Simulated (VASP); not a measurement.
# BiO5 (P-62m) in VASP: single point with PBE

Aim: the single point of BiO5 with PBE.

All numbers are computed with VASP 6.6.1; they aren't measurements. Logs are shortened: lines on timing, memory, paths and dates and some standing lists are left out, and cuts for length are marked.

**1. The cell of the first run**

It takes space group P-62m (No. 189, hexagonal). Conventional cell: a = 4.761 Å, b = 4.761 Å, c = 3.278 Å, α = 90.00°, β = 90.00°, γ = 120.00°. Bi (site symmetry -62m) has 12 O at 2.31 to 2.75 Å within 3.1 Å. Within 3.0 Å of O (site symmetry m2m) lie 10 O at 2.27 to 2.82 Å and 2 Bi at 2.31 Å. Within 3.0 Å of O (site symmetry -6) lie 9 O at 2.27 to 2.75 Å and 3 Bi at 2.75 Å.

**2. Single point, PBE**

INCAR

```
PREC     = Accurate       # precision mode
ENCUT    = 600            # plane-wave cutoff, eV
EDIFF    = 1E-6           # SCF threshold, eV
ISMEAR   = 0              # smearing method
SIGMA    = 0.2            # smearing width, eV
LREAL    = F              # projectors in reciprocal space
LASPH    = T              # aspherical terms in the spheres
NELM     = 120            # most SCF steps
ALGO     = Normal         # electronic algorithm
ISIF     = 2              # what is computed and relaxed
LWAVE    = F              # write WAVECAR
LCHARG   = F              # write CHGCAR
GGA      = PE             # functional
NBANDS   = 32             # bands
GGA_COMPAT= F
```

KPOINTS

```
Automatic mesh
0
Gamma
  4 4 4
```

POSCAR

```
BiO5
1.0
    4.7607797945     -0.0000000027      0.0000000000
   -2.3803898949      4.1229562452      0.0000000000
    0.0000000000      0.0000000000      3.2782352094
Bi O
1 5
Direct
    0.0000000000      0.0000000000      0.5000000000
    0.0000000000      0.6581409960      0.0000000000
    0.6581409960      0.0000000000      0.0000000000
    0.3418590040      0.3418590040      0.0000000000
    0.6666666667      0.3333333333      0.5000000000
    0.3333333333      0.6666666667      0.5000000000
```

Potentials or basis: VASP PAW PBE potentials, release 64 (Bi_d, O).

Launch:

```console
$ cat potpaw_PBE.64/Bi_d/POTCAR potpaw_PBE.64/O/POTCAR > POTCAR
$ mpirun -np 1 vasp_std > vasp.out
```

OUTCAR:

```text
PREC = Accurate
   ENCUT = 600
   EDIFF = 1E-6
   ISMEAR = 0
   LREAL = F
   LASPH = T
   NELM = 120
   ISIF = 2
   GGA = PE

 ion  position               nearest neighbor table
   1  0.000  0.000  0.500-   2 2.31   2 2.31   4 2.31   4 2.31   3 2.31   3 2.31   6 2.75   5 2.75
                             6 2.75   5 2.75   5 2.75   6 2.75
   2  0.000  0.658  0.000-   1 2.31   1 2.31
   3  0.658  0.000  0.000-   1 2.31   1 2.31
   4  0.342  0.342  0.000-   1 2.31   1 2.31
   5  0.667  0.333  0.500-   1 2.75   1 2.75   1 2.75
   6  0.333  0.667  0.500-   1 2.75   1 2.75   1 2.75

  LATTYP: Found a hexagonal cell.
 ALAT       =     4.7607797945
 C/A-ratio  =     0.6885920691

  Lattice vectors:

 A1 = (   4.7607797945,  -0.0000000027,   0.0000000000)
 A2 = (  -2.3803898949,   4.1229562452,   0.0000000000)
 A3 = (   0.0000000000,   0.0000000000,   3.2782352094)

Analysis of symmetry for initial positions (statically):
=====================================================================
 Subroutine PRICEL returns:
 Original cell was already a primitive cell.

 Routine SETGRP: Setting up the symmetry group for a
 hexagonal supercell.

 Subroutine GETGRP returns: Found 12 space group operations
 (whereof 12 operations were pure point group operations)
 out of a pool of 24 trial point group operations.

The static configuration has the point symmetry D_3h.

Analysis of symmetry for dynamics (positions and initial velocities):
=====================================================================
 Subroutine PRICEL returns:
 Original cell was already a primitive cell.

 Routine SETGRP: Setting up the symmetry group for a
 hexagonal supercell.

 Subroutine GETGRP returns: Found 12 space group operations
 (whereof 12 operations were pure point group operations)
 out of a pool of 24 trial point group operations.

The dynamic configuration has the point symmetry D_3h.

 Subroutine INISYM returns: Found 12 space group operations
 (whereof 12 operations are pure point group operations),
 and found     1 'primitive' translations

----------------------------------------------------------------------------------------

                                     Primitive cell

  volume of cell :      64.3468

  direct lattice vectors                    reciprocal lattice vectors
     4.760779795 -0.000000003  0.000000000     0.210049623  0.121272206  0.000000000
    -2.380389895  4.122956245  0.000000000     0.000000000  0.242544413  0.000000000
     0.000000000  0.000000000  3.278235209     0.000000000  0.000000000  0.305042175

  length of vectors
     4.760779795  4.760779794  3.278235209     0.242544413  0.242544413  0.305042175

  position of ions in fractional coordinates (direct lattice)
     0.000000000  0.000000000  0.500000000
     0.000000000  0.658140996  0.000000000
     0.658140996  0.000000000  0.000000000
     0.341859004  0.341859004  0.000000000
     0.666666667  0.333333333  0.500000000
     0.333333333  0.666666667  0.500000000

  ion indices of the primitive-cell ions
   primitive index   ion index
                 1           1
                 2           2
                 3           3
                 4           4
                 5           5
                 6           6

----------------------------------------------------------------------------------------

 KPOINTS: Automatic mesh

Automatic generation of k-mesh.
 Grid dimensions read from file:
 generate k-points for:    4    4    4

 Generating k-lattice:

  Cartesian coordinates                     Fractional coordinates (reciprocal lattice)
     0.052512406  0.030318052  0.000000000     0.250000000  0.000000000  0.000000000
     0.000000000  0.060636103  0.000000000     0.000000000  0.250000000  0.000000000
     0.000000000  0.000000000  0.076260544     0.000000000  0.000000000  0.250000000

  Length of vectors
     0.060636103  0.060636103  0.076260544

  Shift w.r.t. Gamma in fractional coordinates (k-lattice)
     0.000000000  0.000000000  0.000000000

 Subroutine IBZKPT returns following result:
 ===========================================

 Found     12 irreducible k-points:

 Following reciprocal coordinates:
            Coordinates               Weight
  0.000000  0.000000  0.000000      1.000000
  0.250000 -0.000000  0.000000      6.000000
  0.500000 -0.000000  0.000000      3.000000
  0.250000  0.250000  0.000000      6.000000
  0.000000  0.000000  0.250000      2.000000
  0.250000 -0.000000  0.250000     12.000000
  0.500000 -0.000000  0.250000      6.000000
  0.250000  0.250000  0.250000     12.000000
  0.000000  0.000000  0.500000      1.000000
  0.250000 -0.000000  0.500000      6.000000
  0.500000 -0.000000  0.500000      3.000000
  0.250000  0.250000  0.500000      6.000000
   k-points           NKPTS =     12   k-points in BZ     NKDIM =     12   number of bands    NBANDS=     32
   number of dos      NEDOS =    301   number of ions     NIONS =      6
   total plane-waves  NPLWV =  44800
   dimension x,y,z NGX =    40 NGY =   40 NGZ =   28
   dimension x,y,z NGXF=    80 NGYF=   80 NGZF=   56
   ions per type =               1   5
   NGX,Y,Z   is equivalent  to a cutoff of  13.97, 13.97, 14.20 a.u.
   NGXF,Y,Z  is equivalent  to a cutoff of  27.94, 27.94, 28.40 a.u.
 SYSTEM =  unknown system
   PREC   = accura    normal or accurate (medium, high low for compatibility)
   ISTART =      0    job   : 0-new  1-cont  2-samecut
   ICHARG =      2    charge: 1-file 2-atom 10-const
   ISPIN  =      1    spin polarized calculation?
   LNONCOLLINEAR =      F non collinear calculations
   LSORBIT =      F    spin-orbit coupling
   LASPH  =      T    aspherical Exc in radial PAW
   ENCUT  =  600.0 eV  44.10 Ry    6.64 a.u.   9.51  9.51  6.55*2*pi/ulx,y,z
   NELM   =    120;   NELMIN=  2; NELMDL= -5     # of ELM steps
   EDIFF  = 0.1E-05   stopping-criterion for ELM
   LREAL  =      F    real-space projection
   EDIFFG = 0.1E-04   stopping-criterion for IOM
   NSW    =      0    number of steps for IOM
   IBRION =     -1    ionic relax: 0-MD 1-quasi-New 2-CG
   NFREE  =      0    steps in history (QN), initial steepest desc. (CG)
   ISIF   =      2    stress and relaxation
   ISYM   =      2    0-nonsym 1-usesym 2-fastsym
   POTIM  = 0.5000    time-step for ionic-motion
   TEBEG  =    0.0;   TEEND  =   0.0 temperature during run
   PSTRESS=    0.0 pullay stress
   NELECT =      45.0000    total number of electrons
   NUPDOWN=      -1.0000    fix difference up-down
   EMIN   =  10.00;   EMAX   =-10.00  energy-range for DOS
   EFERMI =   0.00;   METHOD = LEGACY
   ISMEAR =     0;   SIGMA  =   0.20  broadening in eV -4-tet -1-fermi 0-gaus
   EFERMI_NEDOS =   21; number of points for ismear=-14 and -15
   IALGO  =     38    algorithm
   IMIX   =      4    mixing-type and parameters
     AMIX     =   0.40;   BMIX     =  1.00
     AMIX_MAG =   1.60;   BMIX_MAG =  1.00
  volume/ion in A,a.u.               =      10.72        72.37
  Fermi-wavevector in a.u.,A,eV,Ry     =   1.453126  2.746011 28.729736  2.111576
  Thomas-Fermi vector in A             =   2.570429
   LORBIT       =      0    0 simple, 1 ext, 2 COOP (PROOUT), +10 PAW based schemes
   GGA     = PE    functional components
   LHFCALC =     F    Hartree Fock is set to
   AEXX    =    0.0000 exact exchange contribution
   IVDW    =     0    specifies the selected vdW correction
   LEPSILON=     F    determine dielectric tensor
   LRPA    =     F    only Hartree local field effects (RPA)
 non-spin polarized calculation
 Gauss-broadening in eV      SIGMA  =   0.20
  energy-cutoff  :      600.00
  volume of cell :       64.35
 maximum number of plane-waves:      2173
 NGX is ok and might be reduce to    40
   NGX = 19   NGY = 19   NGZ = 13

 number of electron      45.0000007 magnetization

 Free energy of the ion-electron system (eV)
  ---------------------------------------------------
  ext. energy  EPLUGINS =         0.00000000
  ---------------------------------------------------
  free energy    TOTEN  =       -23.26887361 eV

  energy without entropy =      -23.17444015  energy(sigma->0) =      -23.22165688

 E-fermi :   4.5471     XC(G=0): -11.5925

 val. band max:        4.4502976914   @ k =   0.0000   0.0000   0.0000
 cond. band min:       4.5655884876   @ k =   0.2500  -0.0000   0.2500
 fundamental gap:      0.1152907962
 Fermi energy:         4.5470583289

 k-point     1 :       0.0000    0.0000    0.0000
  band No.  band energies     occupation
      1     -17.9068      2.00000
      2     -17.7622      2.00000
      3     -17.7622      2.00000
      4     -17.6562      2.00000
      5     -17.6562      2.00000
      6     -15.1662      2.00000
[... 24 lines left out ...]
     31      19.1502      0.00000
     32      20.2771      0.00000

 k-point     2 :       0.2500   -0.0000    0.0000
  band No.  band energies     occupation
      1     -17.9046      2.00000
      2     -17.7722      2.00000
      3     -17.7567      2.00000
      4     -17.6575      2.00000
      5     -17.6565      2.00000
      6     -14.8423      2.00000
[... 24 lines left out ...]
     31      19.0007      0.00000
     32      19.4743      0.00000

 k-point     3 :       0.5000   -0.0000    0.0000
  band No.  band energies     occupation
      1     -17.9025      2.00000
      2     -17.7829      2.00000
      3     -17.7510      2.00000
      4     -17.6589      2.00000
      5     -17.6568      2.00000
      6     -14.0259      2.00000
[... 24 lines left out ...]
     31      19.0367      0.00000
     32      19.4544      0.00000

 k-point     4 :       0.2500    0.2500    0.0000
  band No.  band energies     occupation
      1     -17.9024      2.00000
      2     -17.7748      2.00000
      3     -17.7594      2.00000
      4     -17.6584      2.00000
      5     -17.6573      2.00000
      6     -14.2431      2.00000
[... 234 lines left out ...]
     31      19.2133      0.00000
     32      20.6724      0.00000

 k-point    11 :       0.5000   -0.0000    0.5000
  band No.  band energies     occupation
      1     -17.9485      2.00000
      2     -17.9287      2.00000
      3     -17.7233      2.00000
      4     -17.7010      2.00000
      5     -17.5465      2.00000
      6     -12.8954      2.00000
[... 24 lines left out ...]
     31      18.7656      0.00000
     32      20.1753      0.00000

 k-point    12 :       0.2500    0.2500    0.5000
  band No.  band energies     occupation
      1     -17.9436      2.00000
      2     -17.9336      2.00000
      3     -17.7175      2.00000
      4     -17.7067      2.00000
      5     -17.5468      2.00000
      6     -12.9212      2.00000
[... 24 lines left out ...]
     31      18.7855      0.00000
     32      20.1186      0.00000

------------------------ aborting loop because EDIFF is reached ----------------------------------------

  FORCE on cell =-STRESS in cart. coord.  units (eV):
  Direction    XX          YY          ZZ          XY          YZ          ZX
  --------------------------------------------------------------------------------------
  -------------------------------------------------------------------------------------
  Total       -0.3390966     -0.3390966     -0.1842268     -0.0000000     -0.0000000      0.0000000
  in kB       -8.4432014     -8.4432014     -4.5870805     -0.0000000     -0.0000000      0.0000000
  external PRESSURE =      -7.1578277 kB  Pullay stress =       0.0000000 kB

 VOLUME and BASIS-vectors are now :
 -----------------------------------------------------------------------------
  energy-cutoff  :      600.00
  volume of cell :       64.35
      direct lattice vectors                 reciprocal lattice vectors
     4.760779795 -0.000000003  0.000000000     0.210049623  0.121272206  0.000000000
    -2.380389895  4.122956245  0.000000000     0.000000000  0.242544413  0.000000000
     0.000000000  0.000000000  3.278235209     0.000000000  0.000000000  0.305042175

 POSITION                                       TOTAL-FORCE (eV/Angst)
 -----------------------------------------------------------------------------------
      0.00000      0.00000      1.63912         0.000000     -0.000000      0.000000
     -1.56663      2.71349      0.00000         0.020380     -0.035298     -0.000000
      3.13326     -0.00000      0.00000        -0.040759      0.000000      0.000000
      0.81376      1.40947      0.00000         0.020380      0.035298      0.000000
      2.38039      1.37432      1.63912         0.000000      0.000000      0.000000
      0.00000      2.74864      1.63912         0.000000     -0.000000      0.000000
 -----------------------------------------------------------------------------------
    total drift:                                0.000000      0.000001     -0.000000

  FREE ENERGIE OF THE ION-ELECTRON SYSTEM (eV)
  ---------------------------------------------------
  free  energy   TOTEN  =       -23.2688736089 eV

  energy  without entropy=      -23.1744401462  energy(sigma->0) =      -23.22165688
```

It took 13 s on 1 thread of Intel Xeon 6975P-C (Granite Rapids), shared host; peak memory 0.2 GiB.

Results:

| Item | Value |
| --- | --- |
| Free energy | -23.2689 eV |
| Pressure | -0.7 GPa |
| Largest force | 0.041 eV/Å |

Forces on the atoms (eV/Å):
```
Bi   0.000  0.000  0.000
O    0.020 -0.035  0.000
O   -0.041  0.000  0.000
O    0.020  0.035  0.000
O    0.000  0.000  0.000
O    0.000  0.000  0.000
```

Stress tensor (GPa, compression positive):
```
-0.84  0.00  0.00
 0.00 -0.84  0.00
 0.00  0.00 -0.46
```

Caveat: the k points lie up to 0.48 Å⁻¹ apart; spin-orbit coupling is left out, which moves the levels of the heavy elements; an odd number of electrons without spin polarisation forces a metal; a magnetic or distorted state may lie lower.
